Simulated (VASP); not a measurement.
Input of a VASP 6.6.1 run:

The input INCAR:

```
SYSTEM = Sb
ALGO     = Normal         ! electronic algorithm
EDIFF    = 1E-8           ! SCF threshold, eV
ENCUT    = 520            ! plane-wave cutoff, eV
GGA      = PS             ! functional
IBRION   = 8              ! ionic algorithm
ISIF     = 2              ! what is computed and relaxed
ISMEAR   = -1             ! smearing method
LASPH    = .True.         ! aspherical terms in the spheres
LCHARG   = .False.        ! write CHGCAR
LREAL    = .False.        ! projectors in reciprocal space
LWAVE    = .False.        ! write WAVECAR
NELM     = 60             ! most SCF steps
NSW      = 1              ! ionic steps
PREC     = Accurate       ! precision mode
SIGMA    = 0.05           ! smearing width, eV
```

KPOINTS

```
k-points
0
Gamma
  9 6 6
  0 0 0
```

File POSCAR:

```
Sb
1.0
    3.1224020000      0.0000000000      0.0000000000
    0.0000000000      4.3475180000      0.0000000000
   -0.0389150000      0.0000000000      4.4058520000
Sb
2
Direct
    0.0113890000      0.2500000000      0.2411660000
    0.9886110000      0.7500000000      0.7588340000
```

Potentials or basis: VASP PAW PBE potentials, release 64 (Sb).

The run is started by

```console
$ cat potpaw_PBE.64/Sb/POTCAR > POTCAR
$ mpirun -np 1 vasp_std > vasp.out
```

Q: Predict the highest phonon frequency at Γ.

A: 85 cm⁻¹.

Phonon frequencies in cm⁻¹ (negative: imaginary):
```
              q point     frequencies
(0.000, 0.000, 0.000)  0 0 0 44 64 85
```

Caveat: the cell stands under pressure or tension, which shifts response properties.
